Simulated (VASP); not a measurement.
# WSe2 (P6_3/mmc) in VASP: further runs, part 2 of 2

VASP 6.6.1. The steps go on from the part before.

### Step 3. Single point, PBEsol (uniaxial strain along c: +2.0 %, then relaxed in part)

INCAR reads:

```
PREC = Accurate ; ENCUT = 520
EDIFF = 1E-6 ; ISMEAR = 0
SIGMA = 0.02 ; LREAL = False
LASPH = True ; NELM = 100
ALGO = Normal ; ISIF = 2
LWAVE = False ; LCHARG = False
GGA = PS ; NBANDS = 35
```

KPOINTS reads:

```
Automatic mesh
0
Gamma
  12 12 2
```

POSCAR reads:

```
WSe2
1.0
    3.2698157300      0.0000000000      0.0000000000
   -1.6349078650      2.8317434879      0.0000000000
    0.0000000000      0.0000000000     13.4881528544
W Se
2 4
Direct
    0.6666666626      0.3333333374      0.7500000000
    0.3333333374      0.6666666626      0.2500000000
    0.3333333293      0.6666666707      0.8742130885
    0.6666666707      0.3333333293      0.3742130885
    0.3333333293      0.6666666707      0.6257869115
    0.6666666707      0.3333333293      0.1257869115
```

Potentials or basis: VASP PAW PBE potentials, release 64 (W_sv, Se).

Started as:

```sh
> cat potpaw_PBE.64/W_sv/POTCAR potpaw_PBE.64/Se/POTCAR > POTCAR
> mpirun -np 1 vasp_std > vasp.out
```

OUTCAR:

```text
PREC = Accurate
   ENCUT = 520
   EDIFF = 1E-6
   ISMEAR = 0
   LREAL = False
   LASPH = True
   NELM = 100
   ISIF = 2
   GGA = PS

 ion  position               nearest neighbor table
   1  0.667  0.333  0.750-   3 2.52   5 2.52   3 2.52   5 2.52   3 2.52   5 2.52
   2  0.333  0.667  0.250-   4 2.52   6 2.52   4 2.52   6 2.52   4 2.52   6 2.52
   3  0.333  0.667  0.874-   1 2.52   1 2.52   1 2.52
   4  0.667  0.333  0.374-   2 2.52   2 2.52   2 2.52
   5  0.333  0.667  0.626-   1 2.52   1 2.52   1 2.52
   6  0.667  0.333  0.126-   2 2.52   2 2.52   2 2.52

  LATTYP: Found a hexagonal cell.
 ALAT       =     3.2698157300
 C/A-ratio  =     4.1250498402

  Lattice vectors:

 A1 = (   3.2698157300,   0.0000000000,   0.0000000000)
 A2 = (  -1.6349078650,   2.8317434879,   0.0000000000)
 A3 = (   0.0000000000,   0.0000000000,  13.4881528544)

Analysis of symmetry for initial positions (statically):
=====================================================================
 Subroutine PRICEL returns:
 Original cell was already a primitive cell.

 Routine SETGRP: Setting up the symmetry group for a
 hexagonal supercell.

 Subroutine GETGRP returns: Found 24 space group operations
 (whereof 12 operations were pure point group operations)
 out of a pool of 24 trial point group operations.

The static configuration has the point symmetry D_3d.
 The point group associated with its full space group is D_6h.

Analysis of symmetry for dynamics (positions and initial velocities):
=====================================================================
 Subroutine PRICEL returns:
 Original cell was already a primitive cell.

 Routine SETGRP: Setting up the symmetry group for a
 hexagonal supercell.

 Subroutine GETGRP returns: Found 24 space group operations
 (whereof 12 operations were pure point group operations)
 out of a pool of 24 trial point group operations.

The dynamic configuration has the point symmetry D_3d.
 The point group associated with its full space group is D_6h.

 Subroutine INISYM returns: Found 24 space group operations
 (whereof 12 operations are pure point group operations),
 and found     1 'primitive' translations

----------------------------------------------------------------------------------------

                                     Primitive cell

  volume of cell :     124.8906

  direct lattice vectors                    reciprocal lattice vectors
     3.269815730  0.000000000  0.000000000     0.305827631  0.176569665  0.000000000
    -1.634907865  2.831743488  0.000000000     0.000000000  0.353139331  0.000000000
     0.000000000  0.000000000 13.488152854     0.000000000  0.000000000  0.074139136

  length of vectors
     3.269815730  3.269815730 13.488152854     0.353139331  0.353139331  0.074139136

  position of ions in fractional coordinates (direct lattice)
     0.666666663  0.333333337  0.750000000
     0.333333337  0.666666663  0.250000000
     0.333333329  0.666666671  0.874213088
     0.666666671  0.333333329  0.374213088
     0.333333329  0.666666671  0.625786912
     0.666666671  0.333333329  0.125786912

  ion indices of the primitive-cell ions
   primitive index   ion index
                 1           1
                 2           2
                 3           3
                 4           4
                 5           5
[... 32 lines left out ...]
  0.166667 -0.000000  0.000000      6.000000
  0.250000  0.000000  0.000000      6.000000
  0.333333 -0.000000  0.000000      6.000000
  0.416667  0.000000  0.000000      6.000000
[... 16 lines left out ...]
  0.250000  0.000000  0.500000      6.000000
  0.333333 -0.000000  0.500000      6.000000
 [... further k-points ...]
   k-points           NKPTS =     38   k-points in BZ     NKDIM =     38   number of bands    NBANDS=     35
   number of dos      NEDOS =    301   number of ions     NIONS =      6
   total plane-waves  NPLWV =  57600
   dimension x,y,z NGX =    24 NGY =   24 NGZ =  100
   dimension x,y,z NGXF=    48 NGYF=   48 NGZF=  200
   ions per type =               2   4
   NGX,Y,Z   is equivalent  to a cutoff of  12.20, 12.20, 12.33 a.u.
   NGXF,Y,Z  is equivalent  to a cutoff of  24.40, 24.40, 24.65 a.u.
 SYSTEM =  unknown system
   PREC   = accura    normal or accurate (medium, high low for compatibility)
   ISTART =      0    job   : 0-new  1-cont  2-samecut
   ICHARG =      2    charge: 1-file 2-atom 10-const
   ISPIN  =      1    spin polarized calculation?
   LNONCOLLINEAR =      F non collinear calculations
   LSORBIT =      F    spin-orbit coupling
   LASPH  =      T    aspherical Exc in radial PAW
   ENCUT  =  520.0 eV  38.22 Ry    6.18 a.u.   6.08  6.08 25.08*2*pi/ulx,y,z
   NELM   =    100;   NELMIN=  2; NELMDL= -5     # of ELM steps
   EDIFF  = 0.1E-05   stopping-criterion for ELM
   LREAL  =      F    real-space projection
   EDIFFG = 0.1E-04   stopping-criterion for IOM
   NSW    =      0    number of steps for IOM
   IBRION =     -1    ionic relax: 0-MD 1-quasi-New 2-CG
   NFREE  =      0    steps in history (QN), initial steepest desc. (CG)
   ISIF   =      2    stress and relaxation
   ISYM   =      2    0-nonsym 1-usesym 2-fastsym
   POTIM  = 0.5000    time-step for ionic-motion
   TEBEG  =    0.0;   TEEND  =   0.0 temperature during run
   PSTRESS=    0.0 pullay stress
   NELECT =      52.0000    total number of electrons
   NUPDOWN=      -1.0000    fix difference up-down
   EMIN   =  10.00;   EMAX   =-10.00  energy-range for DOS
   EFERMI =   0.00;   METHOD = LEGACY
   ISMEAR =     0;   SIGMA  =   0.02  broadening in eV -4-tet -1-fermi 0-gaus
   EFERMI_NEDOS =   21; number of points for ismear=-14 and -15
   IALGO  =     38    algorithm
   IMIX   =      4    mixing-type and parameters
     AMIX     =   0.40;   BMIX     =  1.00
     AMIX_MAG =   1.60;   BMIX_MAG =  1.00
  volume/ion in A,a.u.               =      20.82       140.47
  Fermi-wavevector in a.u.,A,eV,Ry     =   1.222455  2.310104 20.332480  1.494395
  Thomas-Fermi vector in A             =   2.357601
   LORBIT       =      0    0 simple, 1 ext, 2 COOP (PROOUT), +10 PAW based schemes
   GGA     = PS    functional components
   LHFCALC =     F    Hartree Fock is set to
   AEXX    =    0.0000 exact exchange contribution
   IVDW    =     0    specifies the selected vdW correction
   LEPSILON=     F    determine dielectric tensor
   LRPA    =     F    only Hartree local field effects (RPA)
 non-spin polarized calculation
 Gauss-broadening in eV      SIGMA  =   0.02
  energy-cutoff  :      520.00
  volume of cell :      124.89
 maximum number of plane-waves:      3414
   NGX = 13   NGY = 13   NGZ = 51

 number of electron      51.9999993 magnetization

 Free energy of the ion-electron system (eV)
  ---------------------------------------------------
  ext. energy  EPLUGINS =         0.00000000
  ---------------------------------------------------
  free energy    TOTEN  =       -46.54776475 eV

  energy without entropy =      -46.54776475  energy(sigma->0) =      -46.54776475

 E-fermi :   5.9020     XC(G=0): -10.6987

 val. band max:        5.6679027900   @ k =   0.0000   0.0000   0.0000
 cond. band min:       6.8029170735   @ k =   0.1667   0.1667   0.0000
 fundamental gap:      1.1350142835
 Fermi energy:         5.9020387947

 k-point     1 :       0.0000    0.0000    0.0000
  band No.  band energies     occupation
      1     -68.4294      2.00000
      2     -68.4293      2.00000
      3     -32.6952      2.00000
      4     -32.6951      2.00000
      5     -32.5436      2.00000
      6     -32.5436      2.00000
[... 901 lines left out ...]
     34       9.8474      0.00000
     35      11.4650      0.00000

 [... further k-points ...]

------------------------ aborting loop because EDIFF is reached ----------------------------------------

  FORCE on cell =-STRESS in cart. coord.  units (eV):
  Direction    XX          YY          ZZ          XY          YZ          ZX
  --------------------------------------------------------------------------------------
  -------------------------------------------------------------------------------------
  Total        0.2803602      0.2803602      0.0864354      0.0000000      0.0000000      0.0000000
  in kB        3.5966427      3.5966427      1.1088489      0.0000000      0.0000000      0.0000000
  external PRESSURE =       2.7673781 kB  Pullay stress =       0.0000000 kB

 VOLUME and BASIS-vectors are now :
 -----------------------------------------------------------------------------
  energy-cutoff  :      520.00
  volume of cell :      124.89
      direct lattice vectors                 reciprocal lattice vectors
     3.269815730  0.000000000  0.000000000     0.305827631  0.176569665  0.000000000
    -1.634907865  2.831743488  0.000000000     0.000000000  0.353139331  0.000000000
     0.000000000  0.000000000 13.488152854     0.000000000  0.000000000  0.074139136

 POSITION                                       TOTAL-FORCE (eV/Angst)
 -----------------------------------------------------------------------------------
      1.63491      0.94391     10.11611         0.000000     -0.000000      0.000000
      0.00000      1.88783      3.37204        -0.000000      0.000000      0.000000
     -0.00000      1.88783     11.79152        -0.000000      0.000000      0.060944
      1.63491      0.94391      5.04744         0.000000     -0.000000      0.060944
     -0.00000      1.88783      8.44071        -0.000000      0.000000     -0.060944
      1.63491      0.94391      1.69663         0.000000     -0.000000     -0.060944
 -----------------------------------------------------------------------------------
    total drift:                               -0.000029      0.000017     -0.000009

  FREE ENERGIE OF THE ION-ELECTRON SYSTEM (eV)
  ---------------------------------------------------
  free  energy   TOTEN  =       -46.5477647493 eV

  energy  without entropy=      -46.5477647493  energy(sigma->0) =      -46.54776475
```

Wall time 2.9 min (1 thread of Intel Xeon 6975P-C, shared host); peak memory 0.31 GiB.

Results:

```
Free energy            : -46.5478 eV
Pressure               : 0.3 GPa
Largest force          : 0.061 eV/Å
Band gap on the k mesh : 1.14 eV, indirect (least direct gap 1.62 eV)
```

Forces in eV/Å, atoms in the order of the input:
```
W    0.000  0.000  0.000
W    0.000  0.000  0.000
Se   0.000  0.000  0.061
Se   0.000  0.000  0.061
Se   0.000  0.000 -0.061
Se   0.000  0.000 -0.061
```

Caveat: the cell differs from its parent crystal (uniaxial strain along c: +2.0 %, then relaxed in part); the PAW data sets were made with another functional, which shifts forces and pressure a little; spin-orbit coupling is left out, which moves the levels of the heavy elements; this functional lacks dispersion, which binds the layers, so the pressure and a relaxed spacing across them are unreliable. A k mesh can miss the band edges.

### Step 4. Single point, PBEsol (uniaxial strain along c: +3.0 %, then relaxed in part)

INCAR reads:

```
ALGO = Normal
EDIFF = 1E-6
ENCUT = 520
GGA = PS
ISIF = 2
ISMEAR = 0
LASPH = T
LCHARG = T
LELF = T
LREAL = F
LVHAR = T
LWAVE = F
NBANDS = 35
NELM = 60
PREC = Accurate
SIGMA = 0.02
```

KPOINTS reads:

```
k-points
0
Gamma
  12 12 2
```

POSCAR reads:

```
WSe2
1.0
    3.2694055372      0.0000000000      0.0000000000
   -1.6347027686      2.8313882505      0.0000000000
    0.0000000000      0.0000000000     13.6203896471
W Se
2 4
Direct
    0.6666666667      0.3333333333      0.7500000000
    0.3333333333      0.6666666667      0.2500000000
    0.3333333334      0.6666666666      0.8730305617
    0.6666666666      0.3333333334      0.3730305617
    0.3333333334      0.6666666666      0.6269694383
    0.6666666666      0.3333333334      0.1269694383
```

Started as:

```sh
> cat potpaw_PBE.64/W_sv/POTCAR potpaw_PBE.64/Se/POTCAR > POTCAR
> mpirun -np 1 vasp_std > vasp.out
```

Wall time 3.1 min (1 thread of Intel Xeon 6975P-C, shared host); peak memory 0.32 GiB.

The run converged. Its results:

* Free energy: -46.5445 eV
* Pressure: 0.2 GPa
* Largest force: 0.061 eV/Å
* Band gap on the k mesh: 1.18 eV, indirect (least direct gap 1.62 eV)

Forces in eV/Å, atoms in the order of the input:
```
W    0.000  0.000  0.000
W    0.000  0.000  0.000
Se   0.000  0.000  0.061
Se   0.000  0.000  0.061
Se   0.000  0.000 -0.061
Se   0.000  0.000 -0.061
```

Stress tensor (GPa, compression positive):
```
0.36 0.00 0.00
0.00 0.36 0.00
0.00 0.00 0.00
```

Levels at points of the mesh, in eV from the valence-band top:
| k point | band 24 | band 25 | band 26 | band 27 | band 28 | band 29 |
| --- | --- | --- | --- | --- | --- | --- |
| (0.00, 0.00, 0.00) | -1.27 | -0.96 | 0.00 | 2.93 | 2.93 | 2.95 |
| (0.50, 0.00, 0.00) | -1.13 | -1.03 | -0.90 | 2.40 | 2.42 | 2.56 |
| (0.00, 0.00, 0.50) | -1.29 | -0.25 | -0.25 | 2.93 | 2.93 | 2.93 |
| (0.50, 0.00, 0.50) | -1.16 | -0.96 | -0.96 | 2.41 | 2.41 | 2.73 |

Caveat: the cell differs from its parent crystal (uniaxial strain along c: +3.0 %, then relaxed in part); the PAW data sets were made with another functional, which shifts forces and pressure a little; spin-orbit coupling is left out, which moves the levels of the heavy elements; this functional lacks dispersion, which binds the layers, so the pressure and a relaxed spacing across them are unreliable. A k mesh can miss the band edges.

### Step 5. Single point, PBEsol

This run uses another cell than the first one, of 21.01 Å³/atom, 1.014 times its volume.

INCAR reads:

```
SYSTEM = WSe2
  PREC = Accurate
  ENCUT = 520
  EDIFF = 1E-6
  ISMEAR = 0
  SIGMA = 0.02
  LREAL = .False.
  LASPH = .True.
  NELM = 60
  ALGO = Normal
  ISIF = 2
  LWAVE = .False.
  LCHARG = .False.
  GGA = PS
  NBANDS = 35
```

KPOINTS reads:

```
Automatic mesh
0
Gamma
  12 12 2
  0 0 0
```

POSCAR is that of step 4.

Started as:

```sh
> cat potpaw_PBE.64/W_sv/POTCAR potpaw_PBE.64/Se/POTCAR > POTCAR
> mpirun -np 1 vasp_std > vasp.out
```

Wall time 2.7 min (1 thread of Intel Xeon 6975P-C, shared host); peak memory 0.32 GiB.

The run converged. Its results:

| Property | Result |
| --- | --- |
| Free energy | -46.5445 eV |
| Pressure | 0.2 GPa |
| Largest force | 0.061 eV/Å |
| Band gap on the k mesh | 1.18 eV, indirect (least direct gap 1.62 eV) |

Forces in eV/Å, atoms in the order of the input:
```
W    0.000  0.000  0.000
W    0.000  0.000  0.000
Se   0.000  0.000  0.061
Se   0.000  0.000  0.061
Se   0.000  0.000 -0.061
Se   0.000  0.000 -0.061
```

Stress tensor (GPa, compression positive):
```
0.36 0.00 0.00
0.00 0.36 0.00
0.00 0.00 0.00
```

Levels at points of the mesh, in eV from the valence-band top:
| k point | band 24 | band 25 | band 26 | band 27 | band 28 | band 29 |
| --- | --- | --- | --- | --- | --- | --- |
| (0.00, 0.00, 0.00) | -1.27 | -0.96 | 0.00 | 2.93 | 2.93 | 2.95 |
| (0.50, 0.00, 0.00) | -1.13 | -1.03 | -0.90 | 2.40 | 2.42 | 2.56 |
| (0.00, 0.00, 0.50) | -1.29 | -0.25 | -0.25 | 2.93 | 2.93 | 2.93 |
| (0.50, 0.00, 0.50) | -1.16 | -0.96 | -0.96 | 2.41 | 2.41 | 2.73 |

Caveat: the PAW data sets were made with another functional, which shifts forces and pressure a little; spin-orbit coupling is left out, which moves the levels of the heavy elements; this functional lacks dispersion, which binds the layers, so the pressure and a relaxed spacing across them are unreliable. A k mesh can miss the band edges.

### Step 6. Single point, PBEsol

This run uses another cell than the first one, of 20.42 Å³/atom, 0.986 times its volume.

INCAR reads:

```
ALGO = Normal
EDIFF = 1E-7
ENCUT = 520
GGA = PS
ISIF = 2
ISMEAR = 0
LASPH = T
LCHARG = F
LREAL = F
LWAVE = F
NBANDS = 35
NELM = 100
PREC = Accurate
SIGMA = 0.02
```

KPOINTS reads:

```
k-points
0
Gamma
  12 12 2
```

POSCAR reads:

```
WSe2
1.0
    3.2710958670      0.0000000000      0.0000000000
   -1.6355479335      2.8328521190      0.0000000000
    0.0000000000      0.0000000000     13.2236807989
W Se
2 4
Direct
    0.6666666667      0.3333333333      0.7500000000
    0.3333333333      0.6666666667      0.2500000000
    0.3333333333      0.6666666667      0.8766070968
    0.6666666667      0.3333333333      0.3766070968
    0.3333333333      0.6666666667      0.6233929032
    0.6666666667      0.3333333333      0.1233929032
```

Potentials or basis: VASP PAW PBE potentials, release 64 (W_sv, Se).

Started as:

```sh
> cat potpaw_PBE.64/W_sv/POTCAR potpaw_PBE.64/Se/POTCAR > POTCAR
> mpirun -np 1 vasp_std > vasp.out
```

OUTCAR:

```text
EDIFF = 1E-7
   ENCUT = 520
   GGA = PS
   ISIF = 2
   ISMEAR = 0
   LASPH = T
   LREAL = F
   NELM = 100
   PREC = Accurate

 ion  position               nearest neighbor table
   1  0.667  0.333  0.750-   3 2.52   5 2.52   3 2.52   5 2.52   3 2.52   5 2.52
   2  0.333  0.667  0.250-   4 2.52   6 2.52   4 2.52   6 2.52   4 2.52   6 2.52
   3  0.333  0.667  0.877-   1 2.52   1 2.52   1 2.52
   4  0.667  0.333  0.377-   2 2.52   2 2.52   2 2.52
   5  0.333  0.667  0.623-   1 2.52   1 2.52   1 2.52
[... 1122 lines left out ...]
  -------------------------------------------------------------------------------------
  Total        0.2817256      0.2817256      0.3991468      0.0000000      0.0000000      0.0000000
  in kB        3.6835573      3.6835573      5.2188361      0.0000000      0.0000000      0.0000000
  external PRESSURE =       4.1953169 kB  Pullay stress =       0.0000000 kB

 VOLUME and BASIS-vectors are now :
 -----------------------------------------------------------------------------
  energy-cutoff  :      520.00
  volume of cell :      122.54
      direct lattice vectors                 reciprocal lattice vectors
     3.271095867  0.000000000  0.000000000     0.305707946  0.176500565  0.000000000
    -1.635547934  2.832852119  0.000000000     0.000000000  0.353001130  0.000000000
     0.000000000  0.000000000 13.223680799     0.000000000  0.000000000  0.075621910

 POSITION                                       TOTAL-FORCE (eV/Angst)
 -----------------------------------------------------------------------------------
      1.63555      0.94428      9.91776         0.000000     -0.000000      0.000000
     -0.00000      1.88857      3.30592        -0.000000      0.000000      0.000000
     -0.00000      1.88857     11.59197         0.000000      0.000000      0.060345
      1.63555      0.94428      4.98013        -0.000000     -0.000000      0.060345
     -0.00000      1.88857      8.24355         0.000000     -0.000000     -0.060345
      1.63555      0.94428      1.63171        -0.000000     -0.000000     -0.060345
 -----------------------------------------------------------------------------------
    total drift:                               -0.000000      0.000000     -0.000000

  FREE ENERGIE OF THE ION-ELECTRON SYSTEM (eV)
  ---------------------------------------------------
  free  energy   TOTEN  =       -46.5506488702 eV

  energy  without entropy=      -46.5506488702  energy(sigma->0) =      -46.55064887
```

It took 2 min on 1 thread of Intel Xeon Platinum 8375C at 2.90GHz (Ice Lake), shared host; peak memory 0.3 GiB.

What came out:

```
Free energy            : -46.5506 eV
Pressure               : 0.4 GPa
Largest force          : 0.060 eV/Å
Band gap on the k mesh : 1.04 eV, indirect (least direct gap 1.59 eV)
```

Forces on the atoms (eV/Å):
```
W    0.000  0.000  0.000
W    0.000  0.000  0.000
Se   0.000  0.000  0.060
Se   0.000  0.000  0.060
Se   0.000  0.000 -0.060
Se   0.000  0.000 -0.060
```

Stress tensor (GPa, compression positive):
```
0.37 0.00 0.00
0.00 0.37 0.00
0.00 0.00 0.52
```

Caveat: the PAW data sets were made with another functional, which shifts forces and pressure a little; spin-orbit coupling is left out, which moves the levels of the heavy elements; this functional lacks dispersion, which binds the layers, so the pressure and a relaxed spacing across them are unreliable. A k mesh can miss the band edges.

### Step 7. Overview

```csv
cell,gap on the mesh (eV),pressure (GPa),largest force (eV/Å)
"a = 3.247, b = 3.247, c = 13.620 Å, angles 90.0, 90.0, 120.0°, 6 atoms",1.14,0.7,0.07
"a = 3.270, b = 3.270, c = 13.488 Å, angles 90.0, 90.0, 120.0°, 6 atoms",1.14,0.3,0.06
"a = 3.269, b = 3.269, c = 13.620 Å, angles 90.0, 90.0, 120.0°, 6 atoms",1.18,0.2,0.06
"a = 3.271, b = 3.271, c = 13.224 Å, angles 90.0, 90.0, 120.0°, 6 atoms",1.04,0.4,0.06
```

Alike in all rows: task single point; level PBEsol; potentials or basis VASP PAW PBE potentials, release 64 (W_sv, Se); no spin polarisation; k mesh 12 × 12 × 2; cutoff (eV) 520; smearing gaussian 0.02 eV.

Caveats: the PAW data sets were made with another functional, which shifts forces and pressure a little; spin-orbit coupling is left out, which moves the levels of the heavy elements; this functional lacks dispersion, which binds the layers, so the pressure and a relaxed spacing across them are unreliable.

Total energies depend on the potentials used, so only differences within one code and one set of settings carry meaning.
